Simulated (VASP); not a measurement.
The system is Te.

```
Te
1.0
     4.53027    0.00000    0.00000
    -2.26514    3.92333    0.00000
     0.00000    0.00000    5.93743
Te
3
Direct
  0.26840 0.00000 0.33333
  0.00000 0.26840 0.66667
  0.73160 0.73160 0.00000
```

Base run:

* Program: VASP 6.6.1
* Functional: HSE06
* Potentials or basis: VASP PAW PBE potentials, release 64 (Te)
* Cutoff: 520 eV
* k mesh: 4 × 4 × 3
* Occupations: fermi-dirac, width 0.1 eV
* Spin: no spin polarisation

Its results: band gap on the k mesh 1.23 eV, indirect (least direct gap 1.50 eV); pressure -2.0 GPa; largest force 0.496 eV/Å.

**Question.** The run is repeated on the same cell with these changes: functional from HSE06 to PBE. What comes out?

**Answer.** Band gap on the k mesh 0.76 eV, indirect (least direct gap 1.02 eV); pressure 0.1 GPa; largest force 0.006 eV/Å.

HSE06 gives the wider gap, since exact exchange removes part of the self-interaction.

Caveats: spin-orbit coupling is left out, which moves the levels of the heavy elements; the PAW data sets were made with another functional, which shifts forces and pressure a little (some runs).

A k mesh can miss the band edges.
